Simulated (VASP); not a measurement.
# Rh (P6_3/mmc) in VASP: single point with PBE

Aim: the single point of Rh with PBE.

All numbers are computed with VASP 6.6.1; they aren't measurements. Logs are shortened: lines on timing, memory, paths and dates and some standing lists are left out, and cuts for length are marked.

## Step 1: The cell of the first run

The structure is hexagonal, space group P6_3/mmc (No. 194). The conventional cell has a = 2.681 Å, b = 2.681 Å, c = 4.530 Å, α = 90.00°, β = 90.00°, γ = 120.00°. Within 3.5 Å of Rh (site symmetry -6m2) lie 12 Rh at 2.68 to 2.74 Å.

## Step 2: Single point, PBE

INCAR reads:

```
SYSTEM = Rh
PREC     = Accurate       ! precision mode
ENCUT    = 520            ! plane-wave cutoff, eV
EDIFF    = 1E-7           ! SCF threshold, eV
ISMEAR   = 0              ! smearing method
SIGMA    = 0.15           ! smearing width, eV
LREAL    = .False.        ! projectors in reciprocal space
LASPH    = .True.         ! aspherical terms in the spheres
NELM     = 80             ! most SCF steps
ALGO     = Fast           ! electronic algorithm
ISIF     = 2              ! what is computed and relaxed
LWAVE    = .False.        ! write WAVECAR
LCHARG   = .False.        ! write CHGCAR
GGA      = PE             ! functional
NBANDS   = 22             ! bands
```

KPOINTS reads:

```
Automatic mesh
0
Gamma
  30 30 16
  0 0 0
```

POSCAR reads:

```
Rh
1.0
    2.6808332253      0.0000000000      0.0000000000
   -1.3404166126      2.3216696764      0.0000000000
    0.0000000000      0.0000000000      4.5298124111
Rh
2
Direct
    0.6666666667      0.3333333333      0.7500000000
    0.3333333333      0.6666666667      0.2500000000
```

Potentials or basis: VASP PAW PBE potentials, release 64 (Rh_pv).

Launch:

```sh
> cat potpaw_PBE.64/Rh_pv/POTCAR > POTCAR
> mpirun -np 1 vasp_std > vasp.out
```

OUTCAR:

```text
SYSTEM = Rh
   PREC = Accurate
   ENCUT = 520
   EDIFF = 1E-7
   ISMEAR = 0
   LREAL = .False.
   LASPH = .True.
   NELM = 80
   ISIF = 2
   GGA = PE

 ion  position               nearest neighbor table
   1  0.667  0.333  0.750-   2 2.74   2 2.74   2 2.74   2 2.74   2 2.74   2 2.74
   2  0.333  0.667  0.250-   1 2.74   1 2.74   1 2.74   1 2.74   1 2.74   1 2.74

  LATTYP: Found a hexagonal cell.
 ALAT       =     2.6808332253
 C/A-ratio  =     1.6897031745

  Lattice vectors:

 A1 = (   2.6808332253,   0.0000000000,   0.0000000000)
 A2 = (  -1.3404166126,   2.3216696764,   0.0000000000)
 A3 = (   0.0000000000,   0.0000000000,   4.5298124111)

Analysis of symmetry for initial positions (statically):
=====================================================================
 Subroutine PRICEL returns:
 Original cell was already a primitive cell.

 Routine SETGRP: Setting up the symmetry group for a
 hexagonal supercell.

 Subroutine GETGRP returns: Found 24 space group operations
 (whereof 12 operations were pure point group operations)
 out of a pool of 24 trial point group operations.

The static configuration has the point symmetry D_3d.
 The point group associated with its full space group is D_6h.

Analysis of symmetry for dynamics (positions and initial velocities):
=====================================================================
 Subroutine PRICEL returns:
 Original cell was already a primitive cell.

 Routine SETGRP: Setting up the symmetry group for a
 hexagonal supercell.

 Subroutine GETGRP returns: Found 24 space group operations
 (whereof 12 operations were pure point group operations)
 out of a pool of 24 trial point group operations.

The dynamic configuration has the point symmetry D_3d.
 The point group associated with its full space group is D_6h.

 Subroutine INISYM returns: Found 24 space group operations
 (whereof 12 operations are pure point group operations),
 and found     1 'primitive' translations

----------------------------------------------------------------------------------------

                                     Primitive cell

  volume of cell :      28.1936

  direct lattice vectors                    reciprocal lattice vectors
     2.680833225  0.000000000  0.000000000     0.373018355  0.215362248  0.000000000
    -1.340416613  2.321669676  0.000000000     0.000000000  0.430724495  0.000000000
     0.000000000  0.000000000  4.529812411     0.000000000  0.000000000  0.220759694

  length of vectors
     2.680833225  2.680833225  4.529812411     0.430724495  0.430724495  0.220759694

  position of ions in fractional coordinates (direct lattice)
     0.666666667  0.333333333  0.750000000
     0.333333333  0.666666667  0.250000000

  ion indices of the primitive-cell ions
   primitive index   ion index
                 1           1
                 2           2

----------------------------------------------------------------------------------------

 KPOINTS: Automatic mesh

Automatic generation of k-mesh.
 Grid dimensions read from file:
 generate k-points for:   30   30   16

 Generating k-lattice:

  Cartesian coordinates                     Fractional coordinates (reciprocal lattice)
     0.012433945  0.007178742  0.000000000     0.033333333  0.000000000  0.000000000
     0.000000000  0.014357483  0.000000000     0.000000000  0.033333333  0.000000000
     0.000000000  0.000000000  0.013797481     0.000000000  0.000000000  0.062500000

  Length of vectors
     0.014357483  0.014357483  0.013797481

  Shift w.r.t. Gamma in fractional coordinates (k-lattice)
     0.000000000  0.000000000  0.000000000

 Subroutine IBZKPT returns following result:
 ===========================================

 Found    819 irreducible k-points:

 Following reciprocal coordinates:
            Coordinates               Weight
  0.000000  0.000000  0.000000      1.000000
  0.033333 -0.000000  0.000000      6.000000
  0.066667  0.000000  0.000000      6.000000
  0.100000 -0.000000  0.000000      6.000000
  0.133333  0.000000  0.000000      6.000000
  0.166667 -0.000000  0.000000      6.000000
[... 16 lines left out ...]
  0.233333  0.033333  0.000000     12.000000
  0.266667  0.033333  0.000000     12.000000
 [... further k-points ...]
   k-points           NKPTS =    819   k-points in BZ     NKDIM =    819   number of bands    NBANDS=     22
   number of dos      NEDOS =    301   number of ions     NIONS =      2
   total plane-waves  NPLWV =  14400
   dimension x,y,z NGX =    20 NGY =   20 NGZ =   36
   dimension x,y,z NGXF=    40 NGYF=   40 NGZF=   72
   ions per type =               2
   NGX,Y,Z   is equivalent  to a cutoff of  12.40, 12.40, 13.21 a.u.
   NGXF,Y,Z  is equivalent  to a cutoff of  24.81, 24.81, 26.42 a.u.
 SYSTEM =  Rh
   PREC   = accura    normal or accurate (medium, high low for compatibility)
   ISTART =      0    job   : 0-new  1-cont  2-samecut
   ICHARG =      2    charge: 1-file 2-atom 10-const
   ISPIN  =      1    spin polarized calculation?
   LNONCOLLINEAR =      F non collinear calculations
   LSORBIT =      F    spin-orbit coupling
   LASPH  =      T    aspherical Exc in radial PAW
   ENCUT  =  520.0 eV  38.22 Ry    6.18 a.u.   4.98  4.98  8.42*2*pi/ulx,y,z
   NELM   =     80;   NELMIN=  2; NELMDL= -5     # of ELM steps
   EDIFF  = 0.1E-06   stopping-criterion for ELM
   LREAL  =      F    real-space projection
   EDIFFG = 0.1E-05   stopping-criterion for IOM
   NSW    =      0    number of steps for IOM
   IBRION =     -1    ionic relax: 0-MD 1-quasi-New 2-CG
   NFREE  =      0    steps in history (QN), initial steepest desc. (CG)
   ISIF   =      2    stress and relaxation
   ISYM   =      2    0-nonsym 1-usesym 2-fastsym
   POTIM  = 0.5000    time-step for ionic-motion
   TEBEG  =    0.0;   TEEND  =   0.0 temperature during run
   PSTRESS=    0.0 pullay stress
   NELECT =      30.0000    total number of electrons
   NUPDOWN=      -1.0000    fix difference up-down
   EMIN   =  10.00;   EMAX   =-10.00  energy-range for DOS
   EFERMI =   0.00;   METHOD = LEGACY
   ISMEAR =     0;   SIGMA  =   0.15  broadening in eV -4-tet -1-fermi 0-gaus
   EFERMI_NEDOS =   21; number of points for ismear=-14 and -15
   IALGO  =     68    algorithm
   IMIX   =      4    mixing-type and parameters
     AMIX     =   0.40;   BMIX     =  1.00
     AMIX_MAG =   1.60;   BMIX_MAG =  1.00
  volume/ion in A,a.u.               =      14.10        95.13
  Fermi-wavevector in a.u.,A,eV,Ry     =   1.671341  3.158377 38.006258  2.793381
  Thomas-Fermi vector in A             =   2.756681
   LORBIT       =      0    0 simple, 1 ext, 2 COOP (PROOUT), +10 PAW based schemes
   GGA     = PE    functional components
   LHFCALC =     F    Hartree Fock is set to
   AEXX    =    0.0000 exact exchange contribution
   IVDW    =     0    specifies the selected vdW correction
   LEPSILON=     F    determine dielectric tensor
   LRPA    =     F    only Hartree local field effects (RPA)
 non-spin polarized calculation
 RMM-DIIS sequential band-by-band and
 Gauss-broadening in eV      SIGMA  =   0.15
  energy-cutoff  :      520.00
  volume of cell :       28.19
 maximum number of plane-waves:       780
 NGX is ok and might be reduce to    20
   NGX =  9   NGY =  9   NGZ = 17

 number of electron      29.9999996 magnetization

 Free energy of the ion-electron system (eV)
  ---------------------------------------------------
  ext. energy  EPLUGINS =         0.00000000
  ---------------------------------------------------
  free energy    TOTEN  =       -14.42877096 eV

  energy without entropy =      -14.39061093  energy(sigma->0) =      -14.40969094

 E-fermi :  11.5049     XC(G=0): -13.8679

 val. band max:       11.5047380322   @ k =   0.2667   0.1333   0.0000
 cond. band min:      11.5060961144   @ k =   0.2333   0.1667   0.0000
 fundamental gap:      0.0013580822
 Fermi energy:        11.5049341151

 k-point     1 :       0.0000    0.0000    0.0000
  band No.  band energies     occupation
      1     -35.4843      2.00000
      2     -34.9358      2.00000
      3     -34.9358      2.00000
      4     -34.8710      2.00000
      5     -34.8592      2.00000
      6     -34.8592      2.00000
[... 14 lines left out ...]
     21      29.0005      0.00000
     22      30.1720      0.00000

 k-point     2 :       0.0333   -0.0000    0.0000
  band No.  band energies     occupation
      1     -35.4819      2.00000
      2     -34.9421      2.00000
      3     -34.9377      2.00000
      4     -34.8717      2.00000
      5     -34.8658      2.00000
      6     -34.8604      2.00000
[... 14 lines left out ...]
     21      29.0545      0.00000
     22      30.2176      0.00000

 k-point     3 :       0.0667    0.0000    0.0000
  band No.  band energies     occupation
      1     -35.4750      2.00000
      2     -34.9609      2.00000
      3     -34.9433      2.00000
      4     -34.8850      2.00000
      5     -34.8737      2.00000
      6     -34.8638      2.00000
[... 14 lines left out ...]
     21      29.2117      0.00000
     22      30.3295      0.00000

 k-point     4 :       0.1000   -0.0000    0.0000
  band No.  band energies     occupation
      1     -35.4635      2.00000
      2     -34.9912      2.00000
      3     -34.9524      2.00000
      4     -34.9160      2.00000
      5     -34.8771      2.00000
      6     -34.8693      2.00000
[... 14 lines left out ...]
     21      29.4554      0.00000
     22      30.4138      0.00000

 k-point     5 :       0.1333    0.0000    0.0000
  band No.  band energies     occupation
      1     -35.4479      2.00000
      2     -35.0318      2.00000
      3     -34.9643      2.00000
      4     -34.9571      2.00000
      5     -34.8820      2.00000
      6     -34.8768      2.00000
[... 14 lines left out ...]
     21      29.7471      0.00000
     22      30.3549      0.00000

 k-point     6 :       0.1667   -0.0000    0.0000
  band No.  band energies     occupation
      1     -35.4285      2.00000
      2     -35.0809      2.00000
      3     -35.0065      2.00000
      4     -34.9786      2.00000
      5     -34.8883      2.00000
      6     -34.8860      2.00000
[... 14 lines left out ...]
     21      29.9713      0.00000
     22      30.3499      0.00000

 k-point     7 :       0.2000   -0.0000    0.0000
  band No.  band energies     occupation
      1     -35.4059      2.00000
      2     -35.1362      2.00000
      3     -35.0616      2.00000
      4     -34.9945      2.00000
      5     -34.8965      2.00000
      6     -34.8963      2.00000
[... 324 lines left out ...]
      6     -34.8835      2.00000
[... 14 lines left out ...]
     21      29.9226      0.00000
     22      30.1061      0.00000

 k-point    21 :       0.1667    0.0333    0.0000
  band No.  band energies     occupation
      1     -35.4160      2.00000
      2     -35.1094      2.00000
      3     -35.0407      2.00000
      4     -34.9844      2.00000
      5     -34.8938      2.00000
      6     -34.8927      2.00000
[... 14 lines left out ...]
     21      29.8361      0.00000
     22      29.9740      0.00000

 k-point    22 :       0.2000    0.0333    0.0000
  band No.  band energies     occupation
      1     -35.3920      2.00000
      2     -35.1664      2.00000
      3     -35.0956      2.00000
      4     -35.0026      2.00000
      5     -34.9051      2.00000
      6     -34.9015      2.00000
[... 14 lines left out ...]
     21      29.3067      0.00000
     22      29.4453      0.00000

 k-point    23 :       0.2333    0.0333    0.0000
  band No.  band energies     occupation
      1     -35.3656      2.00000
      2     -35.2261      2.00000
      3     -35.1531      2.00000
      4     -35.0207      2.00000
      5     -34.9170      2.00000
      6     -34.9119      2.00000
[... 14 lines left out ...]
     21      28.5948      0.00000
     22      28.7843      0.00000

 k-point    24 :       0.2667    0.0333    0.0000
  band No.  band energies     occupation
      1     -35.3375      2.00000
      2     -35.2857      2.00000
      3     -35.2102      2.00000
      4     -35.0384      2.00000
      5     -34.9290      2.00000
      6     -34.9240      2.00000
[... 14 lines left out ...]
     21      27.8512      0.00000
     22      28.1491      0.00000

 [... further k-points ...]
[... 5 lines left out ...]
  --------------------------------------------------------------------------------------
  -------------------------------------------------------------------------------------
  Total        0.7885616      0.7885616     -1.2536960      0.0000000      0.0000000      0.0000000
  in kB       44.8121493     44.8121493    -71.2446724      0.0000000      0.0000000      0.0000000
  external PRESSURE =       6.1265421 kB  Pullay stress =       0.0000000 kB

 VOLUME and BASIS-vectors are now :
 -----------------------------------------------------------------------------
  energy-cutoff  :      520.00
  volume of cell :       28.19
      direct lattice vectors                 reciprocal lattice vectors
     2.680833225  0.000000000  0.000000000     0.373018355  0.215362248  0.000000000
    -1.340416613  2.321669676  0.000000000     0.000000000  0.430724495  0.000000000
     0.000000000  0.000000000  4.529812411     0.000000000  0.000000000  0.220759694

 POSITION                                       TOTAL-FORCE (eV/Angst)
 -----------------------------------------------------------------------------------
      1.34042      0.77389      3.39736         0.000000     -0.000000      0.000000
     -0.00000      1.54778      1.13245        -0.000000      0.000000      0.000000
 -----------------------------------------------------------------------------------
    total drift:                               -0.000000      0.000000     -0.000000

  FREE ENERGIE OF THE ION-ELECTRON SYSTEM (eV)
  ---------------------------------------------------
  free  energy   TOTEN  =       -14.4287709572 eV

  energy  without entropy=      -14.3906109269  energy(sigma->0) =      -14.40969094
```

It took 5.7 min on 1 thread of AMD EPYC 7R13 (Zen 3), shared host; peak memory 0.43 GiB.

What came out:

| Quantity | Value |
| --- | --- |
| Free energy | -14.4288 eV |
| Pressure | 0.6 GPa |
| Band gap on the k mesh | zero (band 15 reaches 12.28 eV, above the bottom of band 16 at 9.82 eV) |
